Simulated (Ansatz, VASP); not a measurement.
# One calculation of BN, two programs

The input INCAR:

```
  ALGO = Normal
  EDIFF = 1E-6
  ENCUT = 600
  GGA = RE
  GGA_COMPAT = False
  ISIF = 2
  ISMEAR = 0
  LASPH = True
  LCHARG = False
  LREAL = False
  LWAVE = False
  NBANDS = 16
  NELM = 120
  PREC = Accurate
  SIGMA = 0.05
```

KPOINTS

```
k-points
0
Gamma
  10 10 6
```

File POSCAR:

```
BN
1.0
    2.5369300313      0.0000000000      0.0000000000
   -1.2684650156      2.1970458547      0.0000000000
    0.0000000000      0.0000000000      4.1959171560
B N
2 2
Direct
    0.6666666667      0.3333333333      0.0002721809
    0.3333333333      0.6666666667      0.5002721809
    0.6666666667      0.3333333333      0.3747278191
    0.3333333333      0.6666666667      0.8747278191
```

Input for Ansatz:

```yaml
crystal:
  lattice:
    - [2.53693003129, 0.0, -1.703461303384e-34]
    - [-1.268465015645, 2.197045854721, -1.120392770513e-34]
    - [-2.820518348061e-34, -3.770510167642e-34, 4.195917156013]
  atoms:
    - { symbol: B, position: [0.6666666666667, 0.3333333333333, 0.0002721809484511] }
    - { symbol: B, position: [0.3333333333333, 0.6666666666667, 0.5002721809485] }
    - { symbol: "N", position: [0.6666666666667, 0.3333333333333, 0.3747278190515] }
    - { symbol: "N", position: [0.3333333333333, 0.6666666666667, 0.8747278190515] }
basis:
  ecutwfc: 420
  ecutrho_ratio: 4
kpoints:
  mp_grid: { grid: [10, 10, 6] }
hamiltonian:
  xc: revpbe
scf:
  occupations: { method: gaussian, width: 0.05 }
output:
  forces: true
  stress: true
```

Alike in both runs: task single point; functional revPBE; k mesh 10 × 10 × 6; occupations gaussian, width 0.05 eV; no spin polarisation.

|  | VASP | Ansatz |
| --- | --- | --- |
| version | VASP 6.6.1 | Ansatz 0.2.0 |
| potentials or method | VASP PAW PBE potentials, release 64 (B, N), cutoff 600 eV | scalar-relativistic, plane waves, PAW |
| valence electrons in the cell | 16 | 16 |

|  | VASP | Ansatz | Ansatz less VASP |
| --- | --- | --- | --- |
| pressure (GPa) | 12.6 | 12.5 | -0.07 |
| traceless stress, the component that is largest in VASP (GPa) | -0.12 | -0.09 | +0.030 |

VASP's potentials were made for PBE, not for revPBE.
